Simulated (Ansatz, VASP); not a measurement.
## Two plane-wave programs on WC

```
W C
1.0
    -0.01462    2.18538    2.18538
     2.18538   -0.01462    2.18538
     2.18538    2.18538   -0.01462
W C
1 1
Direct
  0.00000 0.00000 0.00000
  0.50000 0.50000 0.50000
```

Alike in both runs: task single point; functional r2SCAN; k mesh 14 × 14 × 14; occupations fermi-dirac, width 0.1 eV; no spin polarisation.

```csv
,VASP,Ansatz
version,VASP 6.6.1,Ansatz 0.2.0
potentials or method,"VASP PAW PBE potentials, release 64 (W_sv, C), cutoff 520 eV","plane waves, PAW"
valence electrons in the cell,18,18
```

Ansatz gave:

- pressure (GPa): -5.0
- traceless stress, the component that is largest in VASP (GPa): 0.68

Estimate VASP's values.

pressure (GPa): -3.4; traceless stress, the component that is largest in VASP (GPa): 0.68.

VASP's potentials were made for PBE, not for r2SCAN.

Neither program's run includes spin-orbit coupling.
